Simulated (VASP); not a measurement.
The system is Ti.

```xyz
3
Lattice="4.6000 0.0000 0.0000 -2.3000 3.9837 0.0000 0.0000 0.0000 2.8200" Properties=species:S:1:pos:R:3 pbc="T T T"
Ti    0.0000    0.0000    0.0000
Ti    0.0000    2.6558    1.4100
Ti    2.3000    1.3279    1.4100
```

This isn't the form of Ti at room conditions, which is hcp.

Program: VASP 6.6.1. Alike in all runs: task single point; no spin polarisation; cell as given; k mesh 6 × 6 × 8, shifted; cutoff (eV) 500; smearing fermi-dirac 0.15 eV.

Q: Order these runs on this cell by their pressure, lowest first.
A. level PBEsol; potentials or basis VASP PAW PBE potentials, release 64 (Ti_sv)
B. level LDA; potentials or basis VASP PAW LDA potentials, release 64 (Ti_sv)
C. level BLYP; potentials or basis VASP PAW PBE potentials, release 64 (Ti_sv)

A: B (-8.8 GPa), A (-4.8 GPa), C (2.4 GPa).

Caveats: the cell stands under tension (at least some runs); the PAW data sets were made with another functional, which shifts forces and pressure a little (at least some runs).
